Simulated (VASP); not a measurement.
Here is a VASP 6.6.1 calculation.

INCAR

```
PREC = Accurate
ENCUT = 600
EDIFF = 1E-6
ISMEAR = 0
SIGMA = 0.1
LREAL = False
LASPH = True
NELM = 120
ALGO = Normal
ISIF = 2
LWAVE = False
LCHARG = False
GGA = PE
NBANDS = 43
GGA_COMPAT = False
```

The input KPOINTS:

```
Automatic mesh
0
Gamma
  6 6 4
```

Contents of POSCAR:

```
Sr4AuN3
1.0
    4.9416284817      0.0000000000      0.0000000000
    0.0000000000      4.9416284817      0.0000000000
    0.0000000000      0.0000000000      8.4649072468
Sr Au N
4 1 3
Direct
    0.5000000000      0.0000000000      0.1963570423
    0.0000000000      0.5000000000      0.8036429577
    0.0000000000      0.5000000000      0.1963570423
    0.5000000000      0.0000000000      0.8036429577
    0.5000000000      0.5000000000      0.5000000000
    0.5000000000      0.5000000000      0.7445142447
    0.5000000000      0.5000000000      0.2554857553
    0.0000000000      0.0000000000      0.0000000000
```

Potentials or basis: VASP PAW PBE potentials, release 64 (Sr_sv, Au, N).

Launch:

```sh
$ cat potpaw_PBE.64/Sr_sv/POTCAR potpaw_PBE.64/Au/POTCAR potpaw_PBE.64/N/POTCAR > POTCAR
$ mpirun -np 1 vasp_std > vasp.out
```

Problem. Predict the band gap on the k mesh.

Solution. Zero (bands 33 and 34 overlap by 0.23 eV).

Problem. Predict the largest force.

Solution. 0.033 eV/Å.

Stress tensor (GPa, compression positive):
```
-0.87  0.00  0.00
 0.00 -0.87  0.00
 0.00  0.00 -1.12
```

Caveat: spin-orbit coupling is left out, which moves the levels of the heavy elements.
